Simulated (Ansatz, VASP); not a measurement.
# AlRu: VASP beside Ansatz

```
Al Ru
1.0
     2.99160    0.00000    0.00000
     0.00000    2.99160    0.00000
     0.00000    0.00000    2.99160
Al Ru
1 1
Cartesian
  0.0000 0.0000 0.0000
  1.4958 1.4958 1.4958
```

Alike in both runs: task single point; functional BLYP; k mesh 11 × 11 × 11; occupations fermi-dirac, width 0.15 eV; no spin polarisation.

|  | VASP | Ansatz |
| --- | --- | --- |
| version | VASP 6.6.1 | Ansatz 0.2.0 |
| potentials or method | VASP PAW PBE potentials, release 64 (Al, Ru_pv) | plane waves, PAW |
| plane-wave cutoff (eV) | 500 | 420 |
| valence electrons in the cell | 17 | 19 |

VASP gave:

| Quantity | Value |
| --- | --- |
| pressure (GPa) | 10.2 |

Q: Which values does Ansatz return?

A: Pressure (GPa): 9.7.

VASP's potentials were made for PBE, not for BLYP. VASP's potentials hold 17 valence electrons a cell and Ansatz's 19, so a difference there can come from the potentials and not from the codes.
